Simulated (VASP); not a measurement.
Wanted: the native input for a VASP 6.6.1 run.

```
Task                   : single point
Functional             : r2SCAN
Potentials or basis    : VASP PAW PBE potentials, release 64 (Mg)
Cutoff                 : 520 eV
k mesh                 : 21 × 21 × 18
Occupations            : gaussian, width 0.15 eV
Spin                   : no spin polarisation
Dipole correction      : no
Further INCAR settings : ALGO = Normal; EDIFF = 1e-06; NBANDS = 7
```

Mg:

```
Mg
1.0
     2.95491    0.00000    0.00000
    -1.47746    2.55903    0.00000
     0.00000    0.00000    3.24459
Mg
1
Direct
  0.00000 0.00000 0.00000
```

This isn't the form of Mg at room conditions, which is hcp.

This cell differs from its parent crystal: ratio of the length along z to the lengths across it x 1.1, volume and fractional coordinates fixed.

These files were run (other wordings do the same):

POSCAR

```
Mg
1.0
    2.9549148093      0.0000000000      0.0000000000
   -1.4774574047      2.5590312909      0.0000000000
    0.0000000000      0.0000000000      3.2445857252
Mg
1
Direct
    0.0000000000      0.0000000000      0.0000000000
```

INCAR.step1

```
PREC = Accurate ; ENCUT = 520
ISMEAR = 0 ; SIGMA = 0.15
LREAL = False ; LASPH = True
NELM = 60 ; NBANDS = 7
GGA = PE ; ALGO = Normal
EDIFF = 1E-4 ; LWAVE = True
LCHARG = False
```

INCAR.step2

```
PREC = Accurate ; ENCUT = 520
EDIFF = 1E-6 ; ISMEAR = 0
SIGMA = 0.15 ; LREAL = False
LASPH = True ; NELM = 60
ALGO = Normal ; ISIF = 2
LWAVE = False ; LCHARG = False
METAGGA = R2SCAN ; LMIXTAU = True
NBANDS = 7 ; ISTART = 1
```

KPOINTS

```
Automatic mesh
0
Gamma
  21 21 18
```

Potentials or basis: VASP PAW PBE potentials, release 64 (Mg).

Command:

```bash
$ cat potpaw_PBE.64/Mg/POTCAR > POTCAR
$ cp INCAR.step1 INCAR
$ mpirun -np 1 vasp_std > vasp.out
$ cp INCAR.step2 INCAR
$ mpirun -np 1 vasp_std > vasp.out
```

It gave:

| Item | Value |
| --- | --- |
| Pressure | 1.9 GPa |
| Band gap on the k mesh | zero (bands 1 and 2 overlap by 5.74 eV) |

Caveat: the stress differs along the axes, from -3 to 4 GPa; the PAW data sets were made with another functional, which shifts forces and pressure a little.

Run time: 3.6 min on 1 thread of AMD EPYC 7R13, on a shared host, peak memory 0.21 GiB.
